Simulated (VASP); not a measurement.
Write the native input for VASP 6.6.1 that does the following.

* Task: single point
* Functional: PBE
* Potentials or basis: VASP PAW PBE potentials, release 64 (Te, Os)
* Cutoff: 520 eV
* k mesh: 4 × 4 × 4
* Occupations: gaussian, width 0.1 eV
* Spin: no spin polarisation
* Dipole correction: no
* Further INCAR settings: ALGO = Normal; EDIFF = 1e-07; NBANDS = 22

The structure of TeOs lies in POSCAR:

```
TeOs
1.0
    0.0000000000      3.3791210756      3.3791210756
    3.3791210756      0.0000000000      3.3791210756
    3.3791210756      3.3791210756      0.0000000000
Te Os
2 2
Direct
    0.5000000000      0.5000000000      0.5000000000
    0.7500000000      0.7500000000      0.7500000000
    0.0000000000      0.0000000000      0.0000000000
    0.2500000000      0.2500000000      0.2500000000
```

These files were run (other wordings do the same):

INCAR

```
PREC = Accurate
ENCUT = 520
EDIFF = 1E-7
ISMEAR = 0
SIGMA = 0.1
LREAL = False
LASPH = True
NELM = 100
ALGO = Normal
ISIF = 2
LWAVE = False
LCHARG = False
GGA = PE
NBANDS = 22
```

KPOINTS

```
Automatic mesh
0
Gamma
  4 4 4
```

Potentials or basis: VASP PAW PBE potentials, release 64 (Te, Os).

The run is started by

```console
$ cat potpaw_PBE.64/Te/POTCAR potpaw_PBE.64/Os/POTCAR > POTCAR
$ mpirun -np 1 vasp_std > vasp.out
```

It gave:

```json
{
  "Pressure": "-0.1 GPa",
  "Band gap on the k mesh": "zero (bands 14 and 15 overlap by 0.51 eV)"
}
```

Caveat: the k points lie up to 0.40 Å⁻¹ apart, too coarse for converged energies and pressures of a metal; spin-orbit coupling is left out, which moves the levels of the heavy elements.

Run time: 16 s on 1 thread of AMD EPYC 7R13 Processor (Zen 3) (shared host), peak memory 0.18 GiB.
